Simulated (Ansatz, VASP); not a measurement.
## One calculation of C3O, two programs

```
CELL_PARAMETERS angstrom
4.06873 0.00000 0.00000
0.00000 4.06873 0.00000
0.00000 0.00000 4.06873
ATOMIC_POSITIONS crystal
C 0.00000 0.75000 0.50000
C 0.00000 0.25000 0.50000
C 0.75000 0.50000 0.00000
C 0.25000 0.50000 0.00000
C 0.50000 0.00000 0.75000
C 0.50000 0.00000 0.25000
O 0.00000 0.00000 0.00000
O 0.50000 0.50000 0.50000
```

Change from the starting cell: species swapped into the V3Pt type (Pm-3n, No. 223).

Alike in both runs: task single point; functional PBE; dispersion D3(BJ); k mesh 4 × 4 × 4; occupations gaussian, width 0.1 eV; collinear spin.

```csv
,VASP,Ansatz
version,VASP 6.6.1,Ansatz 0.2.0
potentials or method,"VASP PAW PBE potentials, release 64 (C, O), cutoff 520 eV","scalar-relativistic, plane waves, PAW"
valence electrons in the cell,36,36
```

Ansatz gave:

| Quantity | Value |
| --- | --- |
| gap on the k mesh at the Fermi level (eV) | none |
| pressure (GPa) | -0.3 |
| net moment per atom (μB) | 0.00 |

Estimate VASP's values.

gap on the k mesh at the Fermi level (eV): none; pressure (GPa): -0.4; net moment per atom (μB): 0.00.

A gap of «none» marks a metal or a gap that the smearing closes. Ansatz's warnings: dispersion switch in reach, seeded moment not kept.

The k mesh is coarse, so the values compare programs but aren't converged.
